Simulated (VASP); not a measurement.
Wanted: the native input for a VASP 6.6.1 run.

- Task: single point
- Functional: PBE
- Potentials or basis: VASP PAW PBE potentials, release 64 (Al, Co)
- Cutoff: 520 eV
- k mesh: 12 × 12 × 18
- Occupations: gaussian, width 0.1 eV
- Spin: no spin polarisation
- Dipole correction: no
- Further INCAR settings: ALGO = Fast; EDIFF = 1e-07; NBANDS = 14

The structure of Al2Co lies in POSCAR:

```
Al2Co
1.0
    4.1921935553      0.0000000000      0.0000000000
   -2.0960967777      3.6305461165      0.0000000000
    0.0000000000      0.0000000000      2.6207889916
Al Co
2 1
Direct
    0.3333333333      0.6666666667      0.5000000000
    0.6666666667      0.3333333333      0.5000000000
    0.0000000000      0.0000000000      0.0000000000
```

One way to write it, as run:

INCAR

```
ALGO = Fast
EDIFF = 1E-7
ENCUT = 520
GGA = PE
ISIF = 2
ISMEAR = 0
LASPH = True
LCHARG = True
LELF = True
LREAL = False
LVHAR = True
LWAVE = False
NBANDS = 14
NELM = 60
PREC = Accurate
SIGMA = 0.1
```

KPOINTS

```
k-points
0
Gamma
  12 12 18
```

Potentials or basis: VASP PAW PBE potentials, release 64 (Al, Co).

Launch:

```console
$ cat potpaw_PBE.64/Al/POTCAR potpaw_PBE.64/Co/POTCAR > POTCAR
$ mpirun -np 1 vasp_std > vasp.out
```

Results of the run:

The pressure is 0.1 GPa.

Run time: 79 s on 1 thread of Intel(R) Xeon(R) Platinum 8488C (Sapphire Rapids), with other jobs on the host, peak memory 0.23 GiB.
